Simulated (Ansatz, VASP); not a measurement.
## TaN in VASP and in Ansatz

INCAR

```
SYSTEM = TaN
PREC = Accurate
ENCUT = 520
EDIFF = 1E-8
ISMEAR = -1
SIGMA = 0.01
LREAL = .FALSE.
LASPH = .TRUE.
NELM = 120
ALGO = Normal
ISIF = 2
LWAVE = .FALSE.
LCHARG = .FALSE.
GGA = PE
LEFG = .TRUE.
NBANDS = 24
GGA_COMPAT = .FALSE.
```

KPOINTS

```
Automatic mesh
0
G
  9 9 5
  0 0 0
```

Contents of POSCAR:

```
TaN
1.0
    3.0500010905      0.0000000000      0.0000000000
   -1.5250005453      2.6413784260      0.0000000000
    0.0000000000      0.0000000000      4.7918000000
Ta N
2 2
Direct
    0.3333333333      0.6666666667      0.0000000000
    0.6666666667      0.3333333333      0.5000000000
    0.3333333333      0.6666666667      0.3850000000
    0.6666666667      0.3333333333      0.8850000000
```

Input for Ansatz:

```yaml
crystal:
  lattice:
    - [3.0500010905, 0.0, 0.0]
    - [-1.5250005453, 2.641378426, 0.0]
    - [0.0, 0.0, 4.7918]
  atoms:
    - { symbol: Ta, position: [0.3333333333, 0.6666666667, 0.0] }
    - { symbol: Ta, position: [0.6666666667, 0.3333333333, 0.5] }
    - { symbol: "N", position: [0.3333333333, 0.6666666667, 0.385] }
    - { symbol: "N", position: [0.6666666667, 0.3333333333, 0.885] }
kpoints:
  mp_grid: { grid: [9, 9, 5] }
scf:
  occupations: { method: fermi_dirac, width: 0.01 }
hamiltonian:
  xc: pbe
  pseudopotentials: { kind: all_electron, datasets: crystal }
output:
  forces: true
  stress: true
  eigenvalues: true
  efg: { contact_densities: true }
```

Change from the starting cell: zz strain of -3 %, crystal datasets.

Alike in both runs: task electric field gradients; functional PBE; k mesh 9 × 9 × 5; occupations fermi-dirac, width 0.01 eV; no spin polarisation.

|  | VASP | Ansatz |
| --- | --- | --- |
| version | VASP 6.6.1 | Ansatz 0.2.0 |
| potentials or method | VASP PAW PBE potentials, release 64 (Ta_pv, N), cutoff 520 eV | all-electron PAW with datasets made for the crystal, scalar-relativistic |

VASP gave:

- pressure (GPa): 162.4
- traceless stress, the component that is largest in VASP (GPa): -6.90
- rms of the force components (eV/Å): 0.363
- size of Vzz on the site where it differs most (V/Å²): 88.9

Problem. Estimate Ansatz's values.

Solution. Pressure (GPa): 156.1; traceless stress, the component that is largest in VASP (GPa): -6.72; rms of the force components (eV/Å): 0.373; size of Vzz on the site where it differs most (V/Å²): 90.2.

Atom by atom the forces differ by 0.010 eV/Å (rms over components). Both programs put the cell under a high pressure, so it lies far from rest at this level. Ansatz ran all-electron here, and VASP with PAW potentials.

Neither program's run includes spin-orbit coupling. Noted on VASP's run: the cell as given lies far from equilibrium.
